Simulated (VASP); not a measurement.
A run of VASP 6.6.1 is set up as follows.

The input INCAR:

```
PREC = Accurate
ENCUT = 520
EDIFF = 1E-6
ISMEAR = 0
SIGMA = 0.1
LREAL = False
LASPH = True
NELM = 80
ALGO = Normal
ISIF = 2
LWAVE = False
LCHARG = False
GGA = PE
NBANDS = 16
```

File KPOINTS:

```
Automatic mesh
0
Gamma
  3 3 3
```

POSCAR

```
InSb
1.0
    0.0000000000      3.0735130000      3.0735130000
    3.0735130000      0.0000000000      3.0735130000
    3.0735130000      3.0735130000      0.0000000000
In Sb
1 1
Direct
    0.0000000000      0.0000000000      0.0000000000
    0.5000000000      0.5000000000      0.5000000000
```

Potentials or basis: VASP PAW PBE potentials, release 64 (In_d, Sb).

Run with:

```console
$ cat potpaw_PBE.64/In_d/POTCAR potpaw_PBE.64/Sb/POTCAR > POTCAR
$ mpirun -np 1 vasp_std > vasp.out
```

Estimate the band gap on the k mesh.

zero (band 9 reaches 6.76 eV, above the bottom of band 10 at 5.05 eV).

Estimate the pressure.

2.5 GPa.

Caveat: the k points lie up to 0.59 Å⁻¹ apart; spin-orbit coupling is left out, which moves the levels of the heavy elements.
